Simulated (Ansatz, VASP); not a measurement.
# Two plane-wave programs on Pb

```
Pb
1.0
     0.00000    2.44104    2.44104
     2.44104    0.00000    2.44104
     2.44104    2.44104    0.00000
Pb
1
Direct
  0.00000 0.00000 0.00000
```

Alike in both runs: functional LDA; k mesh 14 × 14 × 14; occupations gaussian, width 0.1 eV; no spin polarisation.

Ansatz relaxed the structure, and its values are those at the end. VASP's run is a single point on that final structure, the one shown.

|  | VASP | Ansatz |
| --- | --- | --- |
| version | VASP 6.6.1 | Ansatz 0.2.0 |
| potentials or method | VASP PAW LDA potentials, release 64 (Pb_d), cutoff 500 eV | scalar-relativistic, plane waves, PAW |
| valence electrons in the cell | 14 | 14 |

Ansatz gave:

```
gap on the k mesh at the Fermi level (eV) : none
pressure (GPa)                            : 0.0
```

Question: Estimate VASP's values.

Answer: gap on the k mesh at the Fermi level (eV): none; pressure (GPa): 0.1.

Ansatz warns that its potentials were made for another functional, while VASP's fit it. LDA's correlation is that of Perdew and Zunger in VASP and of Perdew and Wang (1992) in Ansatz. A gap of «none» marks a metal or a gap that the smearing closes.

Spin-orbit coupling is off throughout.
